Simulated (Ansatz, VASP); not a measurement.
## Two plane-wave programs on Zr3O

```xyz
8
Lattice="5.5835 0.0000 0.0000 -2.7918 4.8355 0.0000 0.0000 0.0000 5.1682" Properties=species:S:1:pos:R:3 pbc="T T T"
Zr    1.9017    0.0000    0.0000
Zr    0.9508    1.6469    2.5841
Zr   -0.9508    1.6469    0.0000
Zr    3.6818    0.0000    2.5841
Zr    1.8409    3.1885    0.0000
Zr   -1.8409    3.1885    2.5841
O     0.0000    3.2236    1.2920
O     2.7918    1.6118    3.8761
```

Alike in both runs: functional PBEsol; k mesh 6 × 6 × 8; occupations fermi-dirac, width 0.15 eV; no spin polarisation.

Ansatz relaxed the structure, and its values are those at the end. VASP's run is a single point on that final structure, the one shown.

```csv
,VASP,Ansatz
version,VASP 6.6.1,Ansatz 0.2.0
potentials or method,"VASP PAW PBE potentials, release 64 (Zr_sv, O), cutoff 520 eV","scalar-relativistic, plane waves, PAW"
valence electrons in the cell,84,84
```

|  | VASP | Ansatz | Ansatz less VASP |
| --- | --- | --- | --- |
| gap on the k mesh at the Fermi level (eV) | none | none | - |
| pressure (GPa) | 0.2 | 0.0 | -0.21 |
| rms of the force components (eV/Å) | 0.007 | 0.000 | -0.0074 |

VASP's potentials were made for PBE, not for PBEsol. A gap of «none» marks a metal or a gap that the smearing closes.
